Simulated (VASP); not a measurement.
A run of VASP 6.6.1 is set up as follows.

INCAR

```
SYSTEM = Hf3N
  PREC = Accurate
  ENCUT = 520
  EDIFF = 1E-6
  ISMEAR = 0
  SIGMA = 0.1
  LREAL = .False.
  LASPH = .True.
  NELM = 100
  ALGO = Normal
  ISIF = 2
  LWAVE = .False.
  LCHARG = .False.
  GGA = PE
  NBANDS = 26
```

KPOINTS

```
regular mesh
0
Gamma
  10 10 10
  0 0 0
```

POSCAR

```
Hf3N
1.0
    4.3969217806      0.0000000000      0.0000000000
    0.0000000000      4.3969217806      0.0000000000
    0.0000000000      0.0000000000      4.3969217806
Hf N
3 1
Direct
    0.0000000000      0.5000000000      0.0000000000
    0.0000000000      0.0000000000      0.5000000000
    0.5000000000      0.0000000000      0.0000000000
    0.0000000000      0.0000000000      0.0000000000
```

Potentials or basis: VASP PAW PBE potentials, release 64 (Hf_pv, N).

Launch:

```bash
$ cat potpaw_PBE.64/Hf_pv/POTCAR potpaw_PBE.64/N/POTCAR > POTCAR
$ mpirun -np 1 vasp_std > vasp.out
```

Problem. Predict the pressure.

Solution. -0.9 GPa.
